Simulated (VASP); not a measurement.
Here is a VASP 6.6.1 calculation.

The input POSCAR:

```
Ti
1.0
   -1.6278911262      1.6278911262      1.6278911262
    1.6278911262     -1.6278911262      1.6278911262
    1.6278911262      1.6278911262     -1.6278911262
Ti
1
Direct
    0.0000000000      0.0000000000      0.0000000000
```

INCAR.step1

```
ALGO = Normal
EDIFF = 1E-6
ENCUT = 520
GGA = PE
GGA_COMPAT = False
ISIF = 2
ISMEAR = 0
LASPH = True
LCHARG = True
LMAXMIX = 4
LORBMOM = True
LREAL = False
LSORBIT = True
LWAVE = False
MAGMOM = 0 0 0
NBANDS = 23
NELM = 150
PREC = Accurate
SIGMA = 0.05
```

The input KPOINTS.step1:

```
k-points
0
Gamma
  18 18 18
```

The input INCAR.step2:

```
ALGO = Normal
EDIFF = 1E-6
ENCUT = 520
GGA = PE
GGA_COMPAT = False
ICHARG = 11
ISIF = 2
ISMEAR = -5
LASPH = True
LCHARG = False
LMAXMIX = 4
LORBIT = 10
LORBMOM = True
LREAL = False
LSORBIT = True
LWAVE = False
MAGMOM = 0 0 0
NEDOS = 1001
NELM = 150
PREC = Accurate
SIGMA = 0.05
```

KPOINTS.step2

```
k-points
0
Gamma
  27 27 27
```

Potentials or basis: VASP PAW PBE potentials, release 64 (Ti_sv).

Launch:

```bash
$ cat potpaw_PBE.64/Ti_sv/POTCAR > POTCAR
$ cp INCAR.step1 INCAR
$ cp KPOINTS.step1 KPOINTS
$ mpirun -np 1 vasp_ncl > vasp.out
$ cp INCAR.step2 INCAR
$ cp KPOINTS.step2 KPOINTS
$ mpirun -np 1 vasp_ncl > vasp.out
```

Task: What does it give for the net moment?

Result: 0.00 μB per cell.

Moments on the atoms (μB; x, y, z):
```
Ti  0.00 0.00 0.00
```
